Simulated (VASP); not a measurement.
# Hf (P6_3/mmc) in VASP: further runs

Runs on Hf. Level: RPBE. Tasks: single point.

All numbers are computed with VASP 6.6.1; they aren't measurements. Logs are shortened: lines on timing, memory, paths and dates and some standing lists are left out, and cuts for length are marked.

## 1. The cell of the first run

Symmetry: P6_3/mmc, No. 194, hexagonal system. Conventional cell: a = 3.098 Å, b = 3.098 Å, c = 4.904 Å, α = 90.00°, β = 90.00°, γ = 120.00°. Hf (site symmetry -6m2) has 12 Hf at 3.04 to 3.10 Å within 4.0 Å.

## 2. Single point, RPBE (volume scaled by 0.88)

INCAR

```
SYSTEM = Hf
PREC     = Accurate       ! precision mode
ENCUT    = 520            ! plane-wave cutoff, eV
EDIFF    = 1E-6           ! SCF threshold, eV
ISMEAR   = -1             ! smearing method
SIGMA    = 0.1            ! smearing width, eV
LREAL    = .False.        ! projectors in reciprocal space
LASPH    = .True.         ! aspherical terms in the spheres
NELM     = 100            ! most SCF steps
ALGO     = Normal         ! electronic algorithm
ISIF     = 2              ! what is computed and relaxed
LWAVE    = .False.        ! write WAVECAR
LCHARG   = .False.        ! write CHGCAR
GGA      = RP             ! functional
NBANDS   = 17             ! bands
```

KPOINTS

```
regular mesh
0
Gamma
  18 18 10
  0 0 0
```

POSCAR

```
Hf
1.0
    3.0983761276      0.0000000000      0.0000000000
   -1.5491880638      2.6832724370      0.0000000000
    0.0000000000      0.0000000000      4.9043176536
Hf
2
Direct
    0.3333333333      0.6666666667      0.2500000000
    0.6666666667      0.3333333333      0.7500000000
```

Potentials or basis: VASP PAW PBE potentials, release 64 (Hf_pv).

The run is started by

```console
> cat potpaw_PBE.64/Hf_pv/POTCAR > POTCAR
> mpirun -np 1 vasp_std > vasp.out
```

OUTCAR:

```text
SYSTEM = Hf
   PREC = Accurate
   ENCUT = 520
   EDIFF = 1E-6
   ISMEAR = -1
   LREAL = .False.
   LASPH = .True.
   NELM = 100
   ISIF = 2
   GGA = RP

 ion  position               nearest neighbor table
   1  0.333  0.667  0.250-   2 3.04   2 3.04   2 3.04   2 3.04   2 3.04   2 3.04
   2  0.667  0.333  0.750-   1 3.04   1 3.04   1 3.04   1 3.04   1 3.04   1 3.04

  LATTYP: Found a hexagonal cell.
 ALAT       =     3.0983761276
 C/A-ratio  =     1.5828671057

  Lattice vectors:

 A1 = (   3.0983761276,   0.0000000000,   0.0000000000)
 A2 = (  -1.5491880638,   2.6832724370,   0.0000000000)
 A3 = (   0.0000000000,   0.0000000000,   4.9043176536)

Analysis of symmetry for initial positions (statically):
=====================================================================
 Subroutine PRICEL returns:
 Original cell was already a primitive cell.

 Routine SETGRP: Setting up the symmetry group for a
 hexagonal supercell.

 Subroutine GETGRP returns: Found 24 space group operations
 (whereof 12 operations were pure point group operations)
 out of a pool of 24 trial point group operations.

The static configuration has the point symmetry D_3d.
 The point group associated with its full space group is D_6h.

Analysis of symmetry for dynamics (positions and initial velocities):
=====================================================================
 Subroutine PRICEL returns:
 Original cell was already a primitive cell.

 Routine SETGRP: Setting up the symmetry group for a
 hexagonal supercell.

 Subroutine GETGRP returns: Found 24 space group operations
 (whereof 12 operations were pure point group operations)
 out of a pool of 24 trial point group operations.

The dynamic configuration has the point symmetry D_3d.
 The point group associated with its full space group is D_6h.

 Subroutine INISYM returns: Found 24 space group operations
 (whereof 12 operations are pure point group operations),
 and found     1 'primitive' translations

----------------------------------------------------------------------------------------

                                     Primitive cell

  volume of cell :      40.7735

  direct lattice vectors                    reciprocal lattice vectors
     3.098376128  0.000000000  0.000000000     0.322749711  0.186339633  0.000000000
    -1.549188064  2.683272437  0.000000000     0.000000000  0.372679265  0.000000000
     0.000000000  0.000000000  4.904317654     0.000000000  0.000000000  0.203901964

  length of vectors
     3.098376128  3.098376128  4.904317654     0.372679265  0.372679265  0.203901964

  position of ions in fractional coordinates (direct lattice)
     0.333333333  0.666666667  0.250000000
     0.666666667  0.333333333  0.750000000

  ion indices of the primitive-cell ions
   primitive index   ion index
                 1           1
                 2           2

----------------------------------------------------------------------------------------

 KPOINTS: regular mesh

Automatic generation of k-mesh.
 Grid dimensions read from file:
 generate k-points for:   18   18   10

 Generating k-lattice:

  Cartesian coordinates                     Fractional coordinates (reciprocal lattice)
     0.017930540  0.010352202  0.000000000     0.055555556  0.000000000  0.000000000
     0.000000000  0.020704404  0.000000000     0.000000000  0.055555556  0.000000000
     0.000000000  0.000000000  0.020390196     0.000000000  0.000000000  0.100000000

  Length of vectors
     0.020704404  0.020704404  0.020390196

  Shift w.r.t. Gamma in fractional coordinates (k-lattice)
     0.000000000  0.000000000  0.000000000

 Subroutine IBZKPT returns following result:
 ===========================================

 Found    222 irreducible k-points:

 Following reciprocal coordinates:
            Coordinates               Weight
  0.000000  0.000000  0.000000      1.000000
  0.055556 -0.000000  0.000000      6.000000
  0.111111 -0.000000  0.000000      6.000000
  0.166667 -0.000000  0.000000      6.000000
  0.222222 -0.000000  0.000000      6.000000
  0.277778 -0.000000  0.000000      6.000000
[... 16 lines left out ...]
  0.333333  0.111111  0.000000     12.000000
  0.388889  0.111111  0.000000     12.000000
 [... further k-points ...]
   k-points           NKPTS =    222   k-points in BZ     NKDIM =    222   number of bands    NBANDS=     17
   number of dos      NEDOS =    301   number of ions     NIONS =      2
   total plane-waves  NPLWV =  20736
   dimension x,y,z NGX =    24 NGY =   24 NGZ =   36
   dimension x,y,z NGXF=    48 NGYF=   48 NGZF=   72
   ions per type =               2
   NGX,Y,Z   is equivalent  to a cutoff of  12.88, 12.88, 12.20 a.u.
   NGXF,Y,Z  is equivalent  to a cutoff of  25.75, 25.75, 24.41 a.u.
 SYSTEM =  Hf
   PREC   = accura    normal or accurate (medium, high low for compatibility)
   ISTART =      0    job   : 0-new  1-cont  2-samecut
   ICHARG =      2    charge: 1-file 2-atom 10-const
   ISPIN  =      1    spin polarized calculation?
   LNONCOLLINEAR =      F non collinear calculations
   LSORBIT =      F    spin-orbit coupling
   LASPH  =      T    aspherical Exc in radial PAW
   ENCUT  =  520.0 eV  38.22 Ry    6.18 a.u.   5.76  5.76  9.12*2*pi/ulx,y,z
   NELM   =    100;   NELMIN=  2; NELMDL= -5     # of ELM steps
   EDIFF  = 0.1E-05   stopping-criterion for ELM
   LREAL  =      F    real-space projection
   EDIFFG = 0.1E-04   stopping-criterion for IOM
   NSW    =      0    number of steps for IOM
   IBRION =     -1    ionic relax: 0-MD 1-quasi-New 2-CG
   NFREE  =      0    steps in history (QN), initial steepest desc. (CG)
   ISIF   =      2    stress and relaxation
   ISYM   =      2    0-nonsym 1-usesym 2-fastsym
   POTIM  = 0.5000    time-step for ionic-motion
   TEBEG  =    0.0;   TEEND  =   0.0 temperature during run
   PSTRESS=    0.0 pullay stress
   NELECT =      20.0000    total number of electrons
   NUPDOWN=      -1.0000    fix difference up-down
   EMIN   =  10.00;   EMAX   =-10.00  energy-range for DOS
   EFERMI =   0.00;   METHOD = LEGACY
   ISMEAR =    -1;   SIGMA  =   0.10  broadening in eV -4-tet -1-fermi 0-gaus
   EFERMI_NEDOS =   21; number of points for ismear=-14 and -15
   IALGO  =     38    algorithm
   IMIX   =      4    mixing-type and parameters
     AMIX     =   0.40;   BMIX     =  1.00
     AMIX_MAG =   1.60;   BMIX_MAG =  1.00
  volume/ion in A,a.u.               =      20.39       137.58
  Fermi-wavevector in a.u.,A,eV,Ry     =   1.291097  2.439820 22.679992  1.666932
  Thomas-Fermi vector in A             =   2.422888
   LORBIT       =      0    0 simple, 1 ext, 2 COOP (PROOUT), +10 PAW based schemes
   GGA     = RP    functional components
   LHFCALC =     F    Hartree Fock is set to
   AEXX    =    0.0000 exact exchange contribution
   IVDW    =     0    specifies the selected vdW correction
   LEPSILON=     F    determine dielectric tensor
   LRPA    =     F    only Hartree local field effects (RPA)
 non-spin polarized calculation
  energy-cutoff  :      520.00
  volume of cell :       40.77
 maximum number of plane-waves:      1114
 NGX is ok and might be reduce to    24
   NGX = 11   NGY = 11   NGZ = 19

 number of electron      20.0000004 magnetization

 Free energy of the ion-electron system (eV)
  ---------------------------------------------------
  ext. energy  EPLUGINS =         0.00000000
  ---------------------------------------------------
  free energy    TOTEN  =       -18.80273981 eV

  energy without entropy =      -18.75162529  energy(sigma->0) =      -18.77718255

 E-fermi :   5.6757     XC(G=0): -11.6528

 val. band max:        5.6754590978   @ k =   0.1667  -0.0000   0.2000
 cond. band min:       5.6851887453   @ k =   0.3333   0.2778   0.4000
 fundamental gap:      0.0097296475
 Fermi energy:         5.6756994722

 k-point     1 :       0.0000    0.0000    0.0000
  band No.  band energies     occupation
      1     -25.3750      2.00000
      2     -24.3798      2.00000
      3     -24.3798      2.00000
      4     -24.2110      2.00000
      5     -24.2110      2.00000
      6     -24.2054      2.00000
[... 9 lines left out ...]
     16       8.5590      0.00000
     17      11.5557      0.00000

 k-point     2 :       0.0556   -0.0000    0.0000
  band No.  band energies     occupation
      1     -25.3642      2.00000
      2     -24.4035      2.00000
      3     -24.3877      2.00000
      4     -24.2363      2.00000
      5     -24.2141      2.00000
      6     -24.2103      2.00000
[... 9 lines left out ...]
     16       8.4528      0.00000
     17      11.6468      0.00000

 k-point     3 :       0.1111   -0.0000    0.0000
  band No.  band energies     occupation
      1     -25.3323      2.00000
      2     -24.4720      2.00000
      3     -24.4102      2.00000
      4     -24.3079      2.00000
      5     -24.2250      2.00000
      6     -24.2231      2.00000
[... 9 lines left out ...]
     16       8.2087      0.00000
     17      11.8710      0.00000

 k-point     4 :       0.1667   -0.0000    0.0000
  band No.  band energies     occupation
      1     -25.2814      2.00000
      2     -24.5767      2.00000
      3     -24.4436      2.00000
      4     -24.4145      2.00000
      5     -24.2496      2.00000
      6     -24.2377      2.00000
[... 9 lines left out ...]
     16       8.6626      0.00000
     17      12.1415      0.00000
[... 343 lines left out ...]
      1     -25.0275      2.00000
      2     -24.9539      2.00000
      3     -24.8152      2.00000
      4     -24.5783      2.00000
      5     -24.3950      2.00000
      6     -24.3514      2.00000
[... 9 lines left out ...]
     16      11.5000      0.00000
     17      12.5055      0.00000

 k-point    23 :       0.3333    0.1111    0.0000
  band No.  band energies     occupation
      1     -25.0498      2.00000
      2     -24.9468      2.00000
      3     -24.8788      2.00000
      4     -24.6260      2.00000
      5     -24.4506      2.00000
      6     -24.3729      2.00000
[... 9 lines left out ...]
     16      12.4137      0.00000
     17      12.5706      0.00000

 k-point    24 :       0.3889    0.1111    0.0000
  band No.  band energies     occupation
      1     -25.1118      2.00000
      2     -24.9200      2.00000
      3     -24.8812      2.00000
      4     -24.6566      2.00000
      5     -24.4997      2.00000
      6     -24.3869      2.00000
[... 9 lines left out ...]
     16      12.6057      0.00000
     17      13.2258      0.00000

 [... further k-points ...]
[... 5 lines left out ...]
  --------------------------------------------------------------------------------------
  -------------------------------------------------------------------------------------
  Total        3.9079103      3.9079103      4.0449539      0.0000000      0.0000000      0.0000000
  in kB      153.5598476    153.5598476    158.9449217      0.0000000      0.0000000      0.0000000
  external PRESSURE =     155.3548723 kB  Pullay stress =       0.0000000 kB

 VOLUME and BASIS-vectors are now :
 -----------------------------------------------------------------------------
  energy-cutoff  :      520.00
  volume of cell :       40.77
      direct lattice vectors                 reciprocal lattice vectors
     3.098376128  0.000000000  0.000000000     0.322749711  0.186339633  0.000000000
    -1.549188064  2.683272437  0.000000000     0.000000000  0.372679265  0.000000000
     0.000000000  0.000000000  4.904317654     0.000000000  0.000000000  0.203901964

 POSITION                                       TOTAL-FORCE (eV/Angst)
 -----------------------------------------------------------------------------------
     -0.00000      1.78885      1.22608         0.000000     -0.000000      0.000000
      1.54919      0.89442      3.67824        -0.000000      0.000000      0.000000
 -----------------------------------------------------------------------------------
    total drift:                               -0.000000      0.000000     -0.000000

  FREE ENERGIE OF THE ION-ELECTRON SYSTEM (eV)
  ---------------------------------------------------
  free  energy   TOTEN  =       -18.8027398113 eV

  energy  without entropy=      -18.7516252916  energy(sigma->0) =      -18.77718255
```

It took 48 s on 1 thread of Intel Xeon 6975P-C, shared host; peak memory 0.25 GiB.

What came out:

| Quantity | Value |
| --- | --- |
| Free energy | -18.8027 eV |
| Pressure | 15.5 GPa |
| Band gap on the k mesh | zero (band 10 reaches 6.90 eV, above the bottom of band 11 at 5.31 eV) |

Caveat: the PAW data sets were made with another functional, which shifts forces and pressure a little; spin-orbit coupling is left out, which moves the levels of the heavy elements.

## 3. Single point, RPBE (volume scaled by 0.92)

INCAR

```
PREC = Accurate
ENCUT = 520
EDIFF = 1E-6
ISMEAR = -1
SIGMA = 0.1
LREAL = F
LASPH = T
NELM = 60
ALGO = Normal
ISIF = 2
LWAVE = F
LCHARG = T
GGA = RP
LELF = T
LVHAR = T
NBANDS = 17
```

KPOINTS

```
regular mesh
0
Gamma
  18 18 10
```

POSCAR

```
Hf
1.0
    3.1446273663      0.0000000000      0.0000000000
   -1.5723136831      2.7233271846      0.0000000000
    0.0000000000      0.0000000000      4.9775272178
Hf
2
Direct
    0.3333333333      0.6666666667      0.2500000000
    0.6666666667      0.3333333333      0.7500000000
```

Potentials or basis: VASP PAW PBE potentials, release 64 (Hf_pv).

The run is started by

```console
> cat potpaw_PBE.64/Hf_pv/POTCAR > POTCAR
> mpirun -np 1 vasp_std > vasp.out
```

OUTCAR:

```text
PREC = Accurate
   ENCUT = 520
   EDIFF = 1E-6
   ISMEAR = -1
   LREAL = F
   LASPH = T
   NELM = 60
   ISIF = 2
   GGA = RP

 ion  position               nearest neighbor table
   1  0.333  0.667  0.250-   2 3.08   2 3.08   2 3.08   2 3.08   2 3.08   2 3.08
   2  0.667  0.333  0.750-   1 3.08   1 3.08   1 3.08   1 3.08   1 3.08   1 3.08

  LATTYP: Found a hexagonal cell.
 ALAT       =     3.1446273663
 C/A-ratio  =     1.5828671057

  Lattice vectors:

 A1 = (   3.1446273663,   0.0000000000,   0.0000000000)
 A2 = (  -1.5723136831,   2.7233271846,   0.0000000000)
 A3 = (   0.0000000000,   0.0000000000,   4.9775272178)

Analysis of symmetry for initial positions (statically):
=====================================================================
 Subroutine PRICEL returns:
 Original cell was already a primitive cell.

 Routine SETGRP: Setting up the symmetry group for a
 hexagonal supercell.

 Subroutine GETGRP returns: Found 24 space group operations
 (whereof 12 operations were pure point group operations)
 out of a pool of 24 trial point group operations.
[... 156 lines left out ...]

 Free energy of the ion-electron system (eV)
  ---------------------------------------------------
  ext. energy  EPLUGINS =         0.00000000
  ---------------------------------------------------
  free energy    TOTEN  =       -18.94504136 eV

  energy without entropy =      -18.89239009  energy(sigma->0) =      -18.91871573

 E-fermi :   5.3517     XC(G=0): -11.4433

 val. band max:        5.3472941730   @ k =   0.3889   0.2222   0.3000
 cond. band min:       5.3582275316   @ k =   0.2222   0.2222   0.5000
 fundamental gap:      0.0109333586
 Fermi energy:         5.3517081746

 k-point     1 :       0.0000    0.0000    0.0000
  band No.  band energies     occupation
      1     -25.7086      2.00000
      2     -24.8458      2.00000
      3     -24.8458      2.00000
      4     -24.6986      2.00000
      5     -24.6986      2.00000
      6     -24.6971      2.00000
[... 457 lines left out ...]
      4     -25.0842      2.00000
      5     -24.9518      2.00000
      6     -24.8509      2.00000
[... 9 lines left out ...]
     16      11.9547      0.00000
     17      12.5207      0.00000

 [... further k-points ...]
[... 5 lines left out ...]
  --------------------------------------------------------------------------------------
  -------------------------------------------------------------------------------------
  Total        2.4273872      2.4273872      2.4850813      0.0000000      0.0000000      0.0000000
  in kB       91.2361574     91.2361574     93.4046571      0.0000000      0.0000000      0.0000000
  external PRESSURE =      91.9589906 kB  Pullay stress =       0.0000000 kB

 VOLUME and BASIS-vectors are now :
 -----------------------------------------------------------------------------
  energy-cutoff  :      520.00
  volume of cell :       42.63
      direct lattice vectors                 reciprocal lattice vectors
     3.144627366  0.000000000  0.000000000     0.318002702  0.183598946  0.000000000
    -1.572313683  2.723327185  0.000000000     0.000000000  0.367197891  0.000000000
     0.000000000  0.000000000  4.977527218     0.000000000  0.000000000  0.200902970

 POSITION                                       TOTAL-FORCE (eV/Angst)
 -----------------------------------------------------------------------------------
     -0.00000      1.81555      1.24438         0.000000      0.000000      0.000000
      1.57231      0.90778      3.73315        -0.000000     -0.000000      0.000000
 -----------------------------------------------------------------------------------
    total drift:                               -0.000000      0.000000     -0.000000

  FREE ENERGIE OF THE ION-ELECTRON SYSTEM (eV)
  ---------------------------------------------------
  free  energy   TOTEN  =       -18.9450413607 eV

  energy  without entropy=      -18.8923900930  energy(sigma->0) =      -18.91871573
```

stdout:

```text
POSCAR found type information on POSCAR Hf
 POSCAR found :  1 types and       2 ions
 scaLAPACK will be used
 -----------------------------------------------------------------------------
|                                                                             |
|                                                                             |
|     You enforced a specific xc type in the INCAR file but a different       |
|     I HOPE YOU KNOW WHAT YOU ARE DOING!                                     |
|                                                                             |
 -----------------------------------------------------------------------------

 LDA part: xc-table for (Slater+PW92), standard interpolation
 POSCAR, INCAR and KPOINTS ok, starting setup
 FFT: planning ... GRIDC
 FFT: planning ... GRID_SOFT
 FFT: planning ... GRID
 WAVECAR not read
 entering main loop
```

Wall time 78 s (1 thread of Intel Xeon 6975P-C, shared host); peak memory 0.26 GiB.

Results:

```yaml
Free_energy: -18.9450 eV
Pressure: 9.2 GPa
Band_gap_on_the_k_mesh: zero (band 10 reaches 6.58 eV, above the bottom of band 11 at 4.95 eV)
```

Levels at points of the mesh, in eV from the Fermi level:
```
           k point  band 6  band 7  band 8  band 9  band 10  band 11  band 12  band 13  band 14  band 15
(0.00, 0.00, 0.00)  -30.05   -7.53   -3.84    0.79     1.23     1.23     1.52     2.10     2.10     2.79
(0.50, 0.00, 0.00)  -30.15   -3.42   -2.91   -2.37    -0.73     0.82     0.95     1.80     6.26     6.80
(0.00, 0.00, 0.50)  -30.12   -5.47   -5.47    0.15     0.15     1.12     1.12     1.12     1.12     5.09
(0.50, 0.00, 0.50)  -30.28   -3.54   -3.54   -1.05    -1.05     1.33     1.33     2.80     2.80     6.45
```

Caveat: the PAW data sets were made with another functional, which shifts forces and pressure a little; spin-orbit coupling is left out, which moves the levels of the heavy elements.
